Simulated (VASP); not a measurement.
# Pt (P6_3/mmc) in VASP: notebook

The runs below take Pt through single point, with LDA.

All numbers are computed with VASP 6.6.1; they aren't measurements. Logs are shortened: lines on timing, memory, paths and dates and some standing lists are left out, and cuts for length are marked.

## (1) The cell of the first run

Symmetry: P6_3/mmc, No. 194, hexagonal system. The conventional cell has a = 2.685 Å, b = 2.685 Å, c = 4.661 Å, α = 90.00°, β = 90.00°, γ = 120.00°. Within 3.5 Å of Pt (site symmetry -6m2) lie 12 Pt at 2.68 to 2.80 Å.

## (2) Single point, LDA

Contents of INCAR:

```
  ALGO = Normal
  EDIFF = 1E-6
  ENCUT = 520
  GGA = CA
  ISIF = 2
  ISMEAR = -1
  LASPH = True
  LCHARG = True
  LELF = True
  LREAL = False
  LVHAR = True
  LWAVE = False
  NBANDS = 17
  NELM = 60
  PREC = Accurate
  SIGMA = 0.1
```

Contents of KPOINTS:

```
k-points
0
Gamma
  12 12 6
```

Contents of POSCAR:

```
Pt
1.0
    2.6849929045      0.0000000000      0.0000000000
   -1.3424964523      2.3252721738      0.0000000000
    0.0000000000      0.0000000000      4.6607759821
Pt
2
Direct
    0.6666666667      0.3333333333      0.7500000000
    0.3333333333      0.6666666667      0.2500000000
```

Potentials or basis: VASP PAW LDA potentials, release 64 (Pt).

Run with:

```bash
$ cat potpaw_LDA.64/Pt/POTCAR > POTCAR
$ mpirun -np 1 vasp_std > vasp.out
```

OUTCAR:

```text
EDIFF = 1E-6
   ENCUT = 520
   GGA = CA
   ISIF = 2
   ISMEAR = -1
   LASPH = True
   LREAL = False
   NELM = 60
   PREC = Accurate

 ion  position               nearest neighbor table
   1  0.667  0.333  0.750-   2 2.80   2 2.80   2 2.80   2 2.80   2 2.80   2 2.80
   2  0.333  0.667  0.250-   1 2.80   1 2.80   1 2.80   1 2.80   1 2.80   1 2.80

  LATTYP: Found a hexagonal cell.
 ALAT       =     2.6849929045
 C/A-ratio  =     1.7358615638

  Lattice vectors:

 A1 = (   2.6849929045,   0.0000000000,   0.0000000000)
 A2 = (  -1.3424964523,   2.3252721738,   0.0000000000)
 A3 = (   0.0000000000,   0.0000000000,   4.6607759821)

Analysis of symmetry for initial positions (statically):
=====================================================================
 Subroutine PRICEL returns:
 Original cell was already a primitive cell.

 Routine SETGRP: Setting up the symmetry group for a
 hexagonal supercell.

 Subroutine GETGRP returns: Found 24 space group operations
 (whereof 12 operations were pure point group operations)
 out of a pool of 24 trial point group operations.

The static configuration has the point symmetry D_3d.
 The point group associated with its full space group is D_6h.

Analysis of symmetry for dynamics (positions and initial velocities):
=====================================================================
 Subroutine PRICEL returns:
 Original cell was already a primitive cell.

 Routine SETGRP: Setting up the symmetry group for a
 hexagonal supercell.

 Subroutine GETGRP returns: Found 24 space group operations
 (whereof 12 operations were pure point group operations)
 out of a pool of 24 trial point group operations.

The dynamic configuration has the point symmetry D_3d.
 The point group associated with its full space group is D_6h.

 Subroutine INISYM returns: Found 24 space group operations
 (whereof 12 operations are pure point group operations),
 and found     1 'primitive' translations

----------------------------------------------------------------------------------------

                                     Primitive cell

  volume of cell :      29.0988

  direct lattice vectors                    reciprocal lattice vectors
     2.684992905  0.000000000  0.000000000     0.372440463  0.215028591  0.000000000
    -1.342496452  2.325272174  0.000000000     0.000000000  0.430057183  0.000000000
     0.000000000  0.000000000  4.660775982     0.000000000  0.000000000  0.214556547

  length of vectors
     2.684992905  2.684992999  4.660775982     0.430057198  0.430057183  0.214556547

  position of ions in fractional coordinates (direct lattice)
     0.666666667  0.333333333  0.750000000
     0.333333333  0.666666667  0.250000000

  ion indices of the primitive-cell ions
   primitive index   ion index
                 1           1
                 2           2

----------------------------------------------------------------------------------------

 KPOINTS: k-points

Automatic generation of k-mesh.
 Grid dimensions read from file:
 generate k-points for:   12   12    6

 Generating k-lattice:

  Cartesian coordinates                     Fractional coordinates (reciprocal lattice)
     0.031036705  0.017919049  0.000000000     0.083333333 -0.000000000  0.000000000
     0.000000000  0.035838099  0.000000000     0.000000000  0.083333333  0.000000000
     0.000000000  0.000000000  0.035759424     0.000000000  0.000000000  0.166666667

  Length of vectors
     0.035838100  0.035838099  0.035759424

  Shift w.r.t. Gamma in fractional coordinates (k-lattice)
     0.000000000  0.000000000  0.000000000

 Subroutine IBZKPT returns following result:
 ===========================================

 Found     76 irreducible k-points:

 Following reciprocal coordinates:
            Coordinates               Weight
  0.000000  0.000000  0.000000      1.000000
  0.083333 -0.000000  0.000000      6.000000
  0.166667  0.000000  0.000000      6.000000
  0.250000  0.000000  0.000000      6.000000
  0.333333 -0.000000  0.000000      6.000000
  0.416667  0.000000  0.000000      6.000000
[... 16 lines left out ...]
  0.250000  0.000000  0.166667     12.000000
  0.333333 -0.000000  0.166667     12.000000
 [... further k-points ...]
   k-points           NKPTS =     76   k-points in BZ     NKDIM =     76   number of bands    NBANDS=     17
   number of dos      NEDOS =    301   number of ions     NIONS =      2
   total plane-waves  NPLWV =  14400
   dimension x,y,z NGX =    20 NGY =   20 NGZ =   36
   dimension x,y,z NGXF=    40 NGYF=   40 NGZF=   72
   ions per type =               2
   NGX,Y,Z   is equivalent  to a cutoff of  12.38, 12.38, 12.84 a.u.
   NGXF,Y,Z  is equivalent  to a cutoff of  24.77, 24.77, 25.68 a.u.
 SYSTEM =  unknown system
   PREC   = accura    normal or accurate (medium, high low for compatibility)
   ISTART =      0    job   : 0-new  1-cont  2-samecut
   ICHARG =      2    charge: 1-file 2-atom 10-const
   ISPIN  =      1    spin polarized calculation?
   LNONCOLLINEAR =      F non collinear calculations
   LSORBIT =      F    spin-orbit coupling
   LASPH  =      T    aspherical Exc in radial PAW
   ENCUT  =  520.0 eV  38.22 Ry    6.18 a.u.   4.99  4.99  8.67*2*pi/ulx,y,z
   NELM   =     60;   NELMIN=  2; NELMDL= -5     # of ELM steps
   EDIFF  = 0.1E-05   stopping-criterion for ELM
   LREAL  =      F    real-space projection
   EDIFFG = 0.1E-04   stopping-criterion for IOM
   NSW    =      0    number of steps for IOM
   IBRION =     -1    ionic relax: 0-MD 1-quasi-New 2-CG
   NFREE  =      0    steps in history (QN), initial steepest desc. (CG)
   ISIF   =      2    stress and relaxation
   ISYM   =      2    0-nonsym 1-usesym 2-fastsym
   POTIM  = 0.5000    time-step for ionic-motion
   TEBEG  =    0.0;   TEEND  =   0.0 temperature during run
   PSTRESS=    0.0 pullay stress
   NELECT =      20.0000    total number of electrons
   NUPDOWN=      -1.0000    fix difference up-down
   EMIN   =  10.00;   EMAX   =-10.00  energy-range for DOS
   EFERMI =   0.00;   METHOD = LEGACY
   ISMEAR =    -1;   SIGMA  =   0.10  broadening in eV -4-tet -1-fermi 0-gaus
   EFERMI_NEDOS =   21; number of points for ismear=-14 and -15
   IALGO  =     38    algorithm
   IMIX   =      4    mixing-type and parameters
     AMIX     =   0.40;   BMIX     =  1.00
     AMIX_MAG =   1.60;   BMIX_MAG =  1.00
  volume/ion in A,a.u.               =      14.55        98.18
  Fermi-wavevector in a.u.,A,eV,Ry     =   1.444751  2.730184 28.399528  2.087306
  Thomas-Fermi vector in A             =   2.563011
   LORBIT       =      0    0 simple, 1 ext, 2 COOP (PROOUT), +10 PAW based schemes
   GGA     = CA    functional components
   LHFCALC =     F    Hartree Fock is set to
   AEXX    =    0.0000 exact exchange contribution
   IVDW    =     0    specifies the selected vdW correction
   LEPSILON=     F    determine dielectric tensor
   LRPA    =     F    only Hartree local field effects (RPA)
 non-spin polarized calculation
  energy-cutoff  :      520.00
  volume of cell :       29.10
 maximum number of plane-waves:       825
 NGX is ok and might be reduce to    20
   NGX =  9   NGY =  9   NGZ = 17

 number of electron      20.0000001 magnetization

 Free energy of the ion-electron system (eV)
  ---------------------------------------------------
  ext. energy  EPLUGINS =         0.00000000
  ---------------------------------------------------
  free energy    TOTEN  =       -14.91626091 eV

  energy without entropy =      -14.80612250  energy(sigma->0) =      -14.86119171

 E-fermi :  11.8265     XC(G=0): -13.8915

 val. band max:       11.8211617767   @ k =   0.2500   0.0000   0.0000
 cond. band min:      11.8292730642   @ k =   0.2500   0.1667   0.5000
 fundamental gap:      0.0081112875
 Fermi energy:        11.8264977517

 k-point     1 :       0.0000    0.0000    0.0000
  band No.  band energies     occupation
      1       1.1947      2.00000
      2       3.8936      2.00000
      3       7.2953      2.00000
      4       7.9027      2.00000
      5       7.9027      2.00000
      6       8.3256      2.00000
[... 9 lines left out ...]
     16      29.0666      0.00000
     17      33.7012      0.00000

 k-point     2 :       0.0833   -0.0000    0.0000
  band No.  band energies     occupation
      1       1.4671      2.00000
      2       4.1459      2.00000
      3       7.2633      2.00000
      4       7.8908      2.00000
      5       8.1203      2.00000
      6       8.1898      2.00000
[... 9 lines left out ...]
     16      29.4836      0.00000
     17      32.2822      0.00000

 k-point     3 :       0.1667    0.0000    0.0000
  band No.  band energies     occupation
      1       2.2312      2.00000
      2       4.7768      2.00000
      3       7.0376      2.00000
      4       7.7296      2.00000
      5       7.9903      2.00000
      6       8.3295      2.00000
[... 9 lines left out ...]
     16      29.8055      0.00000
     17      30.4961      0.00000

 k-point     4 :       0.2500    0.0000    0.0000
  band No.  band energies     occupation
      1       3.2889      2.00000
      2       5.2022      2.00000
      3       6.8628      2.00000
      4       7.1266      2.00000
      5       7.4399      2.00000
      6       8.8176      2.00000
[... 9 lines left out ...]
     16      28.3190      0.00000
     17      30.6043      0.00000
[... 343 lines left out ...]
      1       2.4650      2.00000
      2       4.7850      2.00000
      3       7.0957      2.00000
      4       7.3998      2.00000
      5       7.6641      2.00000
      6       8.3854      2.00000
[... 9 lines left out ...]
     16      29.4938      0.00000
     17      30.6362      0.00000

 k-point    23 :       0.2500    0.0000    0.1667
  band No.  band energies     occupation
      1       3.4602      2.00000
      2       5.2522      2.00000
      3       6.6394      2.00000
      4       7.1869      2.00000
      5       7.3021      2.00000
      6       8.5732      2.00000
[... 9 lines left out ...]
     16      28.7145      0.00000
     17      29.6255      0.00000

 k-point    24 :       0.3333   -0.0000    0.1667
  band No.  band energies     occupation
      1       4.2050      2.00000
      2       5.0505      2.00000
      3       6.1144      2.00000
      4       6.9070      2.00000
      5       8.0897      2.00000
      6       8.6985      2.00000
[... 9 lines left out ...]
     16      26.7891      0.00000
     17      28.0283      0.00000

 [... further k-points ...]
[... 5 lines left out ...]
  --------------------------------------------------------------------------------------
  -------------------------------------------------------------------------------------
  Total        1.6887533      1.6887534      1.0366056     -0.0000000      0.0000000     -0.0000000
  in kB       92.9825848     92.9825936     57.0754015     -0.0000000      0.0000000     -0.0000000
  external PRESSURE =      81.0135266 kB  Pullay stress =       0.0000000 kB

 VOLUME and BASIS-vectors are now :
 -----------------------------------------------------------------------------
  energy-cutoff  :      520.00
  volume of cell :       29.10
      direct lattice vectors                 reciprocal lattice vectors
     2.684992905  0.000000000  0.000000000     0.372440463  0.215028591  0.000000000
    -1.342496452  2.325272174  0.000000000     0.000000000  0.430057183  0.000000000
     0.000000000  0.000000000  4.660775982     0.000000000  0.000000000  0.214556547

 POSITION                                       TOTAL-FORCE (eV/Angst)
 -----------------------------------------------------------------------------------
      1.34250      0.77509      3.49558         0.000000      0.000000      0.000000
     -0.00000      1.55018      1.16519        -0.000000     -0.000000      0.000000
 -----------------------------------------------------------------------------------
    total drift:                               -0.000000      0.000000     -0.000000

  FREE ENERGIE OF THE ION-ELECTRON SYSTEM (eV)
  ---------------------------------------------------
  free  energy   TOTEN  =       -14.9162609102 eV

  energy  without entropy=      -14.8061225022  energy(sigma->0) =      -14.86119171
```

Wall time 13 s (1 thread of Intel Xeon 6975P-C (Granite Rapids), shared host); peak memory 0.14 GiB.

What came out:

| Quantity | Value |
| --- | --- |
| Free energy | -14.9163 eV |
| Pressure | 8.1 GPa |
| Band gap on the k mesh | zero (band 10 reaches 12.42 eV, above the bottom of band 11 at 10.93 eV) |

Caveat: spin-orbit coupling is left out, which moves the levels of the heavy elements.

## (3) Single point, LDA

This run uses another cell than the first one, of 15.18 Å³/atom, 1.043 times its volume.

Contents of INCAR:

```
PREC = Accurate ; ENCUT = 520
EDIFF = 1E-7 ; ISMEAR = -1
SIGMA = 0.1 ; LREAL = F
LASPH = T ; NELM = 60
ALGO = Normal ; ISIF = 2
LWAVE = F ; LCHARG = T
LELF = T ; LVHAR = T
NBANDS = 17
```

Contents of KPOINTS:

```
Automatic mesh
0
Gamma
  12 12 6
```

Contents of POSCAR:

```
Pt
1.0
    2.7233551290      0.0000000000      0.0000000000
   -1.3616775645      2.3584948363      0.0000000000
    0.0000000000      0.0000000000      4.7273674930
Pt
2
Direct
    0.6666666667      0.3333333333      0.7500000000
    0.3333333333      0.6666666667      0.2500000000
```

Potentials or basis: VASP PAW LDA potentials, release 64 (Pt).

Run with:

```bash
$ cat potpaw_LDA.64/Pt/POTCAR > POTCAR
$ mpirun -np 1 vasp_std > vasp.out
```

Run time: 14 s. Hardware: 1 thread of Intel Xeon 6975P-C (Granite Rapids), shared host; peak memory 0.15 GiB.

It converged, with:

- Free energy: -14.9277 eV
- Pressure: -4.9 GPa
- Band gap on the k mesh: zero (band 10 reaches 11.53 eV, above the bottom of band 11 at 10.14 eV)

Stress tensor (GPa, compression positive):
```
-4.32  0.00  0.00
 0.00 -4.32  0.00
 0.00  0.00 -6.12
```

Levels at points of the mesh, in eV from the Fermi level:
```tsv
k point	band 8	band 9	band 10	band 11	band 12	band 13
(0.00, 0.00, 0.00)	-1.92	-1.92	-0.91	-0.23	-0.23	4.92
(0.50, 0.00, 0.00)	0.02	0.32	0.54	2.34	3.88	7.44
(0.00, 0.00, 0.50)	-3.65	-0.84	-0.84	-0.84	-0.84	12.18
(0.50, 0.00, 0.50)	-0.96	0.45	0.45	1.68	1.68	6.75
```

Caveat: spin-orbit coupling is left out, which moves the levels of the heavy elements.

## (4) Single point, LDA

This run uses another cell than the first one, of 15.81 Å³/atom, 1.087 times its volume.

Contents of INCAR:

```
  PREC = Accurate
  ENCUT = 520
  EDIFF = 1E-6
  ISMEAR = -1
  SIGMA = 0.1
  LREAL = F
  LASPH = T
  NELM = 80
  ALGO = Normal
  ISIF = 2
  LWAVE = F
  LCHARG = F
  NBANDS = 17
```

Contents of KPOINTS:

```
regular mesh
0
Gamma
  12 12 6
```

Contents of POSCAR:

```
Pt
1.0
    2.7606660000      0.0000000000      0.0000000000
   -1.3803330000      2.3908070000      0.0000000000
    0.0000000000      0.0000000000      4.7921340000
Pt
2
Direct
    0.6666666667      0.3333333333      0.7500000000
    0.3333333333      0.6666666667      0.2500000000
```

Potentials or basis: VASP PAW LDA potentials, release 64 (Pt).

Run with:

```bash
$ cat potpaw_LDA.64/Pt/POTCAR > POTCAR
$ mpirun -np 1 vasp_std > vasp.out
```

OUTCAR:

```text
PREC = Accurate
   ENCUT = 520
   EDIFF = 1E-6
   ISMEAR = -1
   LREAL = F
   LASPH = T
   NELM = 80
   ISIF = 2

 ion  position               nearest neighbor table
   1  0.667  0.333  0.750-   2 2.88   2 2.88   2 2.88   2 2.88   2 2.88   2 2.88
   2  0.333  0.667  0.250-   1 2.88   1 2.88   1 2.88   1 2.88   1 2.88   1 2.88

  LATTYP: Found a hexagonal cell.
 ALAT       =     2.7606660000
 C/A-ratio  =     1.7358615638

  Lattice vectors:

 A1 = (   2.7606660000,   0.0000000000,   0.0000000000)
 A2 = (  -1.3803330000,   2.3908070000,   0.0000000000)
 A3 = (   0.0000000000,   0.0000000000,   4.7921340000)

Analysis of symmetry for initial positions (statically):
=====================================================================
 Subroutine PRICEL returns:
 Original cell was already a primitive cell.

 Routine SETGRP: Setting up the symmetry group for a
 hexagonal supercell.

 Subroutine GETGRP returns: Found 24 space group operations
 (whereof 12 operations were pure point group operations)
 out of a pool of 24 trial point group operations.

The static configuration has the point symmetry D_3d.
 The point group associated with its full space group is D_6h.

[... 156 lines left out ...]
  ---------------------------------------------------
  free energy    TOTEN  =       -14.84890227 eV

  energy without entropy =      -14.72704626  energy(sigma->0) =      -14.78797427

 E-fermi :  10.2149     XC(G=0): -13.4088

 val. band max:       10.2147056439   @ k =   0.4167   0.1667   0.1667
 cond. band min:      10.2153324350   @ k =   0.4167   0.0833   0.5000
 fundamental gap:      0.0006267911
 Fermi energy:        10.2149332584

 k-point     1 :       0.0000    0.0000    0.0000
  band No.  band energies     occupation
      1       0.5078      2.00000
      2       3.1402      2.00000
      3       6.2537      2.00000
      4       6.7861      2.00000
      5       6.7861      2.00000
      6       7.1506      2.00000
[... 457 lines left out ...]
      4       5.9207      2.00000
      5       6.9509      2.00000
      6       7.4990      2.00000
[... 9 lines left out ...]
     16      24.6101      0.00000
     17      25.9567      0.00000

 [... further k-points ...]
[... 5 lines left out ...]
  --------------------------------------------------------------------------------------
  -------------------------------------------------------------------------------------
  Total       -2.9104968     -2.9104970     -2.9921931      0.0000000      0.0000000      0.0000000
  in kB     -147.4315267   -147.4315406   -151.5698625      0.0000000      0.0000000      0.0000000
  external PRESSURE =    -148.8109766 kB  Pullay stress =       0.0000000 kB

 VOLUME and BASIS-vectors are now :
 -----------------------------------------------------------------------------
  energy-cutoff  :      520.00
  volume of cell :       31.63
      direct lattice vectors                 reciprocal lattice vectors
     2.760666000  0.000000000  0.000000000     0.362231433  0.209134405  0.000000000
    -1.380333000  2.390807000  0.000000000     0.000000000  0.418268810  0.000000000
     0.000000000  0.000000000  4.792134000     0.000000000  0.000000000  0.208675300

 POSITION                                       TOTAL-FORCE (eV/Angst)
 -----------------------------------------------------------------------------------
      1.38033      0.79694      3.59410         0.000000     -0.000000      0.000000
     -0.00000      1.59387      1.19803        -0.000000      0.000000      0.000000
 -----------------------------------------------------------------------------------
    total drift:                               -0.000000      0.000000     -0.000000

  FREE ENERGIE OF THE ION-ELECTRON SYSTEM (eV)
  ---------------------------------------------------
  free  energy   TOTEN  =       -14.8489022705 eV

  energy  without entropy=      -14.7270462611  energy(sigma->0) =      -14.78797427
```

stdout:

```text
POSCAR found type information on POSCAR Pt
 POSCAR found :  1 types and       2 ions
 scaLAPACK will be used
 LDA part: xc-table for (Slater(with rela. corr.)+CA(PZ))
 , standard interpolation
 POSCAR, INCAR and KPOINTS ok, starting setup
 FFT: planning ... GRIDC
 FFT: planning ... GRID_SOFT
 FFT: planning ... GRID
 WAVECAR not read
 entering main loop
```

Wall time 12 s (1 thread of Intel Xeon 6975P-C (Granite Rapids), shared host); peak memory 0.16 GiB.

Results:

```yaml
Free_energy: -14.8489 eV
Pressure: -14.9 GPa
Band_gap_on_the_k_mesh: zero (band 10 reaches 10.71 eV, above the bottom of band 11 at 9.43 eV)
```

Caveat: spin-orbit coupling is left out, which moves the levels of the heavy elements.

## (5) Overview

```csv
cell,gap on the mesh (eV),pressure (GPa)
"a = 2.685, b = 2.685, c = 4.661 Å, angles 90.0, 90.0, 120.0°, 2 atoms",none,8.1
"a = 2.723, b = 2.723, c = 4.727 Å, angles 90.0, 90.0, 120.0°, 2 atoms",none,-4.9
"a = 2.761, b = 2.761, c = 4.792 Å, angles 90.0, 90.0, 120.0°, 2 atoms",none,-14.9
```

Alike in all rows: task single point; level LDA; potentials or basis VASP PAW LDA potentials, release 64 (Pt); no spin polarisation; k mesh 12 × 12 × 6; cutoff (eV) 520; smearing fermi-dirac 0.1 eV.

Caveats: spin-orbit coupling is left out, which moves the levels of the heavy elements.

Absolute energies hang on the potentials; compare differences alone.
